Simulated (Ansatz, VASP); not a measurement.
## La in VASP and in Ansatz

File INCAR:

```
AGGAC = 1.0
AGGAX = 1.0
ALDAC = 0.0
ALDAX = 1.0
ALGO = Fast
EDIFF = 1E-6
ENCUT = 520
GGA = B5
ISIF = 2
ISMEAR = -1
LASPH = T
LCHARG = F
LREAL = F
LWAVE = F
NBANDS = 18
NELM = 60
PREC = Accurate
SIGMA = 0.05
```

File KPOINTS:

```
k-points
0
Gamma
  8 8 5
```

The input POSCAR:

```
La
1.0
    3.7500000000      0.0000000000      0.0000000000
   -1.8750000000      3.2475952642      0.0000000000
    0.0000000000      0.0000000000      6.0700000000
La
2
Direct
    0.6666666667      0.3333333333      0.7500000000
    0.3333333333      0.6666666667      0.2500000000
```

The input input.yaml:

```yaml
crystal:
  lattice:
    - [3.75, 0.0, 0.0]
    - [-1.875, 3.2475952642, 0.0]
    - [0.0, 0.0, 6.07]
  atoms:
    - { symbol: La, position: [0.6666666667, 0.3333333333, 0.75] }
    - { symbol: La, position: [0.3333333333, 0.6666666667, 0.25] }
kpoints:
  mp_grid: { grid: [8, 8, 5] }
  band_path:
    path:
      - [0.0, 0.0, 0.0]
      - [0.5, 0.0, 0.0]
      - [0.3333333333, 0.3333333333, 0.0]
      - [0.0, 0.0, 0.0]
      - [0.0, 0.0, 0.5]
      - [0.5, 0.0, 0.5]
      - [0.3333333333, 0.3333333333, 0.5]
      - [0.0, 0.0, 0.5]
    npoints: 6
scf:
  occupations: { method: fermi_dirac, width: 0.05 }
hamiltonian:
  xc: blyp
  pseudopotentials: { kind: all_electron, lapw: { basis_error: 0.001 } }
output:
  forces: true
  stress: true
  eigenvalues: true
```

Alike in both runs: functional BLYP; k mesh 8 × 8 × 5; occupations fermi-dirac, width 0.05 eV; no spin polarisation.

```csv
,VASP,Ansatz
version,VASP 6.6.1,Ansatz 0.2.0
potentials or method,"VASP PAW PBE potentials, release 64 (La), cutoff 520 eV","all-electron LAPW, scalar-relativistic"
task,single point,band structure
```

|  | VASP | Ansatz | Ansatz less VASP |
| --- | --- | --- | --- |
| gap on the k mesh at the Fermi level (eV) | none | none | - |
| pressure (GPa) | 2.7 | 2.7 | +0.05 |
| traceless stress, the component that is largest in VASP (GPa) | -0.15 | -0.12 | +0.025 |

VASP's potentials were made for PBE, not for BLYP. A gap of «none» marks a metal or a gap that the smearing closes. Ansatz ran all-electron here, and VASP with PAW potentials.

Neither program's run includes spin-orbit coupling.
